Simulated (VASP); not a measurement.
The system is BaO.

```
Ba O
1.0
     0.00000    2.77194    2.77194
     2.77194    0.00000    2.77194
     2.77194    2.77194    0.00000
Ba O
1 1
Cartesian
  0.0000 0.0000 0.0000
  2.7719 2.7719 2.7719
```

Base run:

| Quantity | Value |
| --- | --- |
| Program | VASP 6.6.1 |
| Functional | HSE06 |
| Potentials or basis | VASP PAW PBE potentials, release 64 (Ba_sv, O) |
| Cutoff | 520 eV |
| k mesh | 6 × 6 × 6 |
| Occupations | gaussian, width 0.01 eV |
| Spin | no spin polarisation |

Its results: band gap on the k mesh 3.26 eV; pressure 1.1 GPa.

Question: After a change of settings the same cell gave: band gap on the k mesh 2.32 eV; pressure 1.6 GPa. Which change was it?
A. functional from HSE06 to PBE; cutoff from 520 eV to 600 eV
B. functional from HSE06 to r2SCAN; cutoff from 520 eV to 660 eV
C. functional from HSE06 to PBE; cutoff from 520 eV to 600 eV; k mesh from 6 × 6 × 6 to 8 × 8 × 8

Answer: B.

Caveats: the PAW data sets were made with another functional, which shifts forces and pressure a little; spin-orbit coupling is left out, which moves the levels of the heavy elements.
